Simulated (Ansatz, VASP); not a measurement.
# Br in VASP and in Ansatz

```
CELL_PARAMETERS angstrom
-1.39441 1.63356 3.53717
1.39441 -1.63356 3.53717
1.23813 1.51665 -3.53717
ATOMIC_POSITIONS crystal
Br 0.00000 0.00000 0.00000
```

Alike in both runs: task single point; functional PBE; k mesh 18 × 18 × 18; occupations gaussian, width 0.1 eV; no spin polarisation.

```csv
,VASP,Ansatz
version,VASP 6.6.1,Ansatz 0.2.0
potentials or method,"VASP PAW PBE potentials, release 64 (Br), cutoff 520 eV","scalar-relativistic, plane waves, PAW"
valence electrons in the cell,7,7
```

```tsv
	VASP	Ansatz	Ansatz less VASP
gap on the k mesh at the Fermi level (eV)	none	none	-
pressure (GPa)	1.7	1.7	0.00
traceless stress, the component that is largest in VASP (GPa)	2.40	2.39	-0.005
```

A gap of «none» marks a metal or a gap that the smearing closes. With one functional, cell and mesh, what is left measures potentials, basis and numerics.
